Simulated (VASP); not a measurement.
# Ge (P-3m1) in VASP: a series of runs

The runs below take Ge through single point, with r2SCAN.

Program: VASP 6.6.1. These are calculated values, not measurements. Logs are shortened: lines on timing, memory, paths and dates and some standing lists are left out, and cuts for length are marked.

## 1. The cell of the first run

The structure is trigonal, space group P-3m1 (No. 164). Conventional cell: a = 4.013 Å, b = 4.013 Å, c = 10.079 Å, α = 90.00°, β = 90.00°, γ = 120.00°. Within 3.2 Å of Ge (site symmetry 3m) lie 4 Ge at 2.46 Å. Within 3.2 Å of Ge (site symmetry 3m) lie 4 Ge at 2.46 Å. Within 3.2 Å of Ge (site symmetry 3m) lie 4 Ge at 2.46 to 2.71 Å.

## 2. Single point, r2SCAN

File POSCAR:

```
Ge
1.0
    2.8375026868     -2.8375026868      0.0000000000
    2.8375026868      0.0000000000     -2.8375026868
    5.8193429410      5.8193429410      5.8193429410
Ge
6
Direct
    0.6666666667      0.6666666667      0.5281991641
    1.0000000000      0.0000000000      0.2031335206
    0.3333333333      0.3333333333      0.8532648076
    0.6666666667      0.6666666667      0.7719983968
    1.0000000000      1.0000000000      0.4469327533
    0.3333333333      0.3333333333      0.1218671098
```

File INCAR.step1:

```
PREC     = Accurate       # precision mode
ENCUT    = 520            # plane-wave cutoff, eV
ISMEAR   = 0              # smearing method
SIGMA    = 0.03           # smearing width, eV
LREAL    = False          # projectors in reciprocal space
LASPH    = True           # aspherical terms in the spheres
NELM     = 60             # most SCF steps
NBANDS   = 51             # bands
GGA      = PE             # functional
ALGO     = Normal         # electronic algorithm
EDIFF    = 1E-4           # SCF threshold, eV
LWAVE    = True           # write WAVECAR
LCHARG   = False          # write CHGCAR
```

File INCAR.step2:

```
PREC     = Accurate       # precision mode
ENCUT    = 520            # plane-wave cutoff, eV
EDIFF    = 1E-7           # SCF threshold, eV
ISMEAR   = 0              # smearing method
SIGMA    = 0.03           # smearing width, eV
LREAL    = False          # projectors in reciprocal space
LASPH    = True           # aspherical terms in the spheres
NELM     = 60             # most SCF steps
ALGO     = Normal         # electronic algorithm
ISIF     = 2              # what is computed and relaxed
LWAVE    = False          # write WAVECAR
LCHARG   = True           # write CHGCAR
METAGGA  = R2SCAN         # meta-GGA
LMIXTAU  = True         
LELF     = True           # ELF
LVHAR    = True         
NBANDS   = 51             # bands
ISTART   = 1
```

File KPOINTS:

```
regular mesh
0
Gamma
  10 10 4
```

Potentials or basis: VASP PAW PBE potentials, release 64 (Ge_d).

On the command line:

```sh
cat potpaw_PBE.64/Ge_d/POTCAR > POTCAR
cp INCAR.step1 INCAR
mpirun -np 1 vasp_std > vasp.out
cp INCAR.step2 INCAR
mpirun -np 1 vasp_std > vasp.out
```

OUTCAR:

```text
PREC = Accurate
   ENCUT = 520
   EDIFF = 1E-7
   ISMEAR = 0
   LREAL = False
   LASPH = True
   NELM = 60
   ISIF = 2
   METAGGA = R2SCAN
   ISTART = 1

 ion  position               nearest neighbor table
   1  0.667  0.667  0.528-   5 2.46   5 2.46   5 2.46   4 2.46
   2  0.000  0.000  0.203-   6 2.46   6 2.46   6 2.46   5 2.46
   3  0.333  0.333  0.853-   4 2.46   4 2.46   4 2.46   6 2.71
   4  0.667  0.667  0.772-   3 2.46   3 2.46   3 2.46   1 2.46
   5  0.000  0.000  0.447-   1 2.46   1 2.46   1 2.46   2 2.46
   6  0.333  0.333  0.122-   2 2.46   2 2.46   2 2.46   3 2.71

  LATTYP: Found a hexagonal cell.
 ALAT       =     4.0128347829
 C/A-ratio  =     2.5117898408

  Lattice vectors:

 A1 = (  -2.8375026868,   0.0000000000,   2.8375026868)
 A2 = (   2.8375026868,  -2.8375026868,   0.0000000000)
 A3 = (   5.8193429410,   5.8193429410,   5.8193429410)

Analysis of symmetry for initial positions (statically):
=====================================================================
 Subroutine PRICEL returns:
 Original cell was already a primitive cell.

 Routine SETGRP: Setting up the symmetry group for a
 hexagonal supercell.

 Subroutine GETGRP returns: Found 12 space group operations
 (whereof  6 operations were pure point group operations)
 out of a pool of 24 trial point group operations.

The static configuration has the point symmetry C_3v.
 The point group associated with its full space group is D_3d.

Analysis of symmetry for dynamics (positions and initial velocities):
=====================================================================
 Subroutine PRICEL returns:
 Original cell was already a primitive cell.

 Routine SETGRP: Setting up the symmetry group for a
 hexagonal supercell.

 Subroutine GETGRP returns: Found 12 space group operations
 (whereof  6 operations were pure point group operations)
 out of a pool of 24 trial point group operations.

The dynamic configuration has the point symmetry C_3v.
 The point group associated with its full space group is D_3d.

 Subroutine INISYM returns: Found 12 space group operations
 (whereof  6 operations are pure point group operations),
 and found     1 'primitive' translations

----------------------------------------------------------------------------------------

                                     Primitive cell

[... 94 lines left out ...]
   LSORBIT =      F    spin-orbit coupling
   LASPH  =      T    aspherical Exc in radial PAW
   ENCUT  =  520.0 eV  38.22 Ry    6.18 a.u.   7.46  7.46 18.74*2*pi/ulx,y,z
   NELM   =     60;   NELMIN=  2; NELMDL=  0     # of ELM steps
   EDIFF  = 0.1E-06   stopping-criterion for ELM
   LREAL  =      F    real-space projection
   EDIFFG = 0.1E-05   stopping-criterion for IOM
   NSW    =      0    number of steps for IOM
   IBRION =     -1    ionic relax: 0-MD 1-quasi-New 2-CG
   NFREE  =      0    steps in history (QN), initial steepest desc. (CG)
   ISIF   =      2    stress and relaxation
   ISYM   =      2    0-nonsym 1-usesym 2-fastsym
   POTIM  = 0.5000    time-step for ionic-motion
   TEBEG  =    0.0;   TEEND  =   0.0 temperature during run
   PSTRESS=    0.0 pullay stress
   NELECT =      84.0000    total number of electrons
   NUPDOWN=      -1.0000    fix difference up-down
   EMIN   =  10.00;   EMAX   =-10.00  energy-range for DOS
   EFERMI =   0.00;   METHOD = LEGACY
   ISMEAR =     0;   SIGMA  =   0.03  broadening in eV -4-tet -1-fermi 0-gaus
   EFERMI_NEDOS =   21; number of points for ismear=-14 and -15
   IALGO  =     38    algorithm
   IMIX   =      4    mixing-type and parameters
     AMIX     =   0.40;   BMIX     =  1.00
     AMIX_MAG =   1.60;   BMIX_MAG =  1.00
  volume/ion in A,a.u.               =      23.43       158.09
  Fermi-wavevector in a.u.,A,eV,Ry     =   1.378940  2.605819 25.871141  1.901475
  Thomas-Fermi vector in A             =   2.503955
   LORBIT       =      0    0 simple, 1 ext, 2 COOP (PROOUT), +10 PAW based schemes
   METAGGA = R2SCAN    functional components
   LHFCALC =     F    Hartree Fock is set to
   AEXX    =    0.0000 exact exchange contribution
   IVDW    =     0    specifies the selected vdW correction
   LEPSILON=     F    determine dielectric tensor
   LRPA    =     F    only Hartree local field effects (RPA)
 non-spin polarized calculation
 Gauss-broadening in eV      SIGMA  =   0.03
  energy-cutoff  :      520.00
  volume of cell :      140.56
 maximum number of plane-waves:      3842
 NGX is ok and might be reduce to    30
   NGX = 15   NGY = 15   NGZ = 37

 number of electron      84.0000068 magnetization

 Free energy of the ion-electron system (eV)
  ---------------------------------------------------
  ext. energy  EPLUGINS =         0.00000000
  ---------------------------------------------------
  free energy    TOTEN  =       -83.06542843 eV

  energy without entropy =      -83.06534406  energy(sigma->0) =      -83.06538625

 E-fermi :   4.5233     XC(G=0): -10.6381

 val. band max:        4.5216727375   @ k =   0.0000   0.0000   0.0000
 cond. band min:       4.5249818107   @ k =   0.0000   0.0000   0.0000
 fundamental gap:      0.0033090732
 Fermi energy:         4.5233273593

 k-point     1 :       0.0000    0.0000    0.0000
  band No.  band energies     occupation
      1     -21.0394      2.00000
      2     -21.0394      2.00000
      3     -21.0065      2.00000
      4     -21.0047      2.00000
      5     -21.0047      2.00000
      6     -20.9960      2.00000
[... 1285 lines left out ...]
     50      10.1835      0.00000
     51      11.0118      0.00000

 [... further k-points ...]
[... 5 lines left out ...]
  --------------------------------------------------------------------------------------
  -------------------------------------------------------------------------------------
  Total       -0.9838658     -0.9838658     -0.9838658     -1.0702326     -1.0702326     -1.0702326
  in kB      -11.2144679    -11.2144679    -11.2144679    -12.1989091    -12.1989091    -12.1989091
  external PRESSURE =     -11.2144679 kB  Pullay stress =       0.0000000 kB

 VOLUME and BASIS-vectors are now :
 -----------------------------------------------------------------------------
  energy-cutoff  :      520.00
  volume of cell :      140.56
      direct lattice vectors                 reciprocal lattice vectors
     2.837502687 -2.837502687  0.000000000     0.117474191 -0.234948383  0.117474191
     2.837502687  0.000000000 -2.837502687     0.117474191  0.117474191 -0.234948383
     5.819342941  5.819342941  5.819342941     0.057280235  0.057280235  0.057280235

 POSITION                                       TOTAL-FORCE (eV/Angst)
 -----------------------------------------------------------------------------------
      6.85711      1.18210      1.18210        -0.016592     -0.016592     -0.016592
      1.18210      1.18210      1.18210        -0.101167     -0.101167     -0.101167
      6.85711      4.01961      4.01961         0.580181      0.580181      0.580181
      8.27586      2.60085      2.60085         0.101167      0.101167      0.101167
      2.60085      2.60085      2.60085         0.016592      0.016592      0.016592
      2.60085     -0.23665     -0.23665        -0.580181     -0.580181     -0.580181
 -----------------------------------------------------------------------------------
    total drift:                               -0.000085     -0.000085     -0.000085

  FREE ENERGIE OF THE ION-ELECTRON SYSTEM (eV)
  ---------------------------------------------------
  free  energy   TOTEN  =       -83.0654284323 eV

  energy  without entropy=      -83.0653440593  energy(sigma->0) =      -83.06538625
```

OSZICAR.step1:

```text
N       E                     dE             d eps       ncg     rms          rms(c)
DAV:   1     0.898255623202E+03    0.89826E+03   -0.40560E+04  5945   0.453E+03
DAV:   2     0.144663868476E+03   -0.75359E+03   -0.73210E+03  5100   0.982E+02
DAV:   3    -0.143804736089E+02   -0.15904E+03   -0.15608E+03  5367   0.246E+02
DAV:   4    -0.268410604599E+02   -0.12461E+02   -0.12338E+02  6029   0.767E+01
DAV:   5    -0.271763140145E+02   -0.33525E+00   -0.33453E+00  5670   0.143E+01    0.539E+00
DAV:   6    -0.270203614445E+02    0.15595E+00   -0.13199E-01  7858   0.547E+00    0.317E+00
DAV:   7    -0.269384784299E+02    0.81883E-01   -0.18715E-01  5513   0.360E+00    0.268E-01
DAV:   8    -0.269430537939E+02   -0.45754E-02   -0.26272E-02  5905   0.395E+00    0.151E-01
DAV:   9    -0.269446747036E+02   -0.16209E-02   -0.43042E-03  5748   0.143E+00    0.610E-02
DAV:  10    -0.269450922474E+02   -0.41754E-03   -0.12572E-03  5685   0.425E-01    0.241E-02
DAV:  11    -0.269451390355E+02   -0.46788E-04   -0.15623E-04  3948   0.403E-01
   1 F= -.26945139E+02 E0= -.26945087E+02  d E =-.104953E-03
```

Run time: 37 min. Hardware: 1 thread of AMD EPYC 7R13, shared host; peak memory 0.4 GiB.

Results:

| Property | Result |
| --- | --- |
| Free energy | -83.0654 eV |
| Pressure | -1.1 GPa |
| Largest force | 1.005 eV/Å |
| Band gap on the k mesh | 0.00 eV |

Forces on the atoms (eV/Å):
```
Ge  -0.017 -0.017 -0.017
Ge  -0.101 -0.101 -0.101
Ge   0.580  0.580  0.580
Ge   0.101  0.101  0.101
Ge   0.017  0.017  0.017
Ge  -0.580 -0.580 -0.580
```

Levels at points of the mesh, in eV from the valence-band top:
| k point | band 38 | band 39 | band 40 | band 41 | band 42 | band 43 | band 44 | band 45 | band 46 | band 47 |
| --- | --- | --- | --- | --- | --- | --- | --- | --- | --- | --- |
| (0.00, 0.00, 0.00) | -1.06 | -1.06 | -0.10 | -0.10 | 0.00 | 0.00 | 0.58 | 0.73 | 2.33 | 2.80 |
| (0.50, 0.00, 0.00) | -3.18 | -3.13 | -2.90 | -2.17 | -1.99 | 0.87 | 1.01 | 1.74 | 1.77 | 3.43 |
| (0.00, 0.00, 0.50) | -1.42 | -0.63 | -0.63 | -0.47 | -0.47 | 0.43 | 1.12 | 1.13 | 3.31 | 3.31 |
| (0.50, 0.00, 0.50) | -3.71 | -2.95 | -2.70 | -1.59 | -1.42 | 0.19 | 1.21 | 1.37 | 2.61 | 2.75 |

Caveat: the PAW data sets were made with another functional, which shifts forces and pressure a little.

[end of part 1 of 2]
